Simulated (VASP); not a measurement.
The system is WC.

```
CELL_PARAMETERS angstrom
0.00000 2.19268 2.19268
2.19268 0.00000 2.19268
2.19268 2.19268 0.00000
ATOMIC_POSITIONS crystal
W 0.00000 0.00000 0.00000
C 0.50000 0.50000 0.50000
```

* Program: VASP 6.6.1
* Task: relaxation of cell and atoms
* Functional: PBEsol
* Dispersion: D3(BJ)
* Potentials or basis: VASP PAW PBE potentials, release 64 (W_sv, C)
* Cutoff: 600 eV
* k mesh: 11 × 11 × 11
* Occupations: fermi-dirac, width 0.1 eV
* Spin: no spin polarisation

At the start: pressure -15.7 GPa; volume 10.54 Å³/atom.

How do energy, volume and symmetry change on relaxing?

Over 4 steps the energy falls by 22.2 meV/atom and the volume is 10.11 Å³/atom (-4.1 %); space group Fm-3m (No. 225, to 0.05 Å).

The path:
| step | energy change (eV) | largest force (eV/Å) | pressure (GPa) | volume (Å³) |
| --- | --- | --- | --- | --- |
| 1 | 0.0000 | 0.0000 | -15.68 | 21.08 |
| 2 | 0.2981 | 0.0000 | 57.06 | 18.09 |
| 3 | -0.0442 | 0.0000 | -0.69 | 20.25 |
| 4 | -0.0443 | 0.0000 | -0.15 | 20.22 |

Final structure:
```xyz
2
Lattice="0.0000 2.1622 2.1622 2.1622 0.0000 2.1622 2.1622 2.1622 0.0000" Properties=species:S:1:pos:R:3 pbc="T T T"
W     4.3245    2.1622    2.1622
C     2.1622    2.1622    2.1622
```

Caveat: the PAW data sets were made with another functional, which shifts forces and pressure a little.
